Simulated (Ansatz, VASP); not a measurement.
One calculation of AlN, two programs

```
Al N
1.0
     0.00000    2.18488    2.18488
     2.18488    0.00000    2.18488
     2.18488    2.18488    0.00000
Al N
1 1
Direct
  0.00000 0.00000 0.00000
  0.25000 0.25000 0.25000
```

Alike in both runs: task single point; functional HSE06; k mesh 4 × 4 × 4; occupations gaussian, width 0.001 eV; no spin polarisation.

```csv
,VASP,Ansatz
version,VASP 6.6.1,Ansatz 0.2.0
potentials or method,"VASP PAW PBE potentials, release 64 (Al, N)",plane waves
plane-wave cutoff (eV),520,420
valence electrons in the cell,8,8
```

```csv
,VASP,Ansatz,Ansatz less VASP
gap on the k mesh at the Fermi level (eV),4.55,4.55,-0.004
pressure (GPa),-0.8,-0.6,+0.23
```

The functional is the same, so the differences come from potentials, cutoffs and numerics. Ansatz's warnings: stress exchange threshold loose, stress scf threshold loose.

The k mesh is coarse, so the values compare programs but aren't converged.
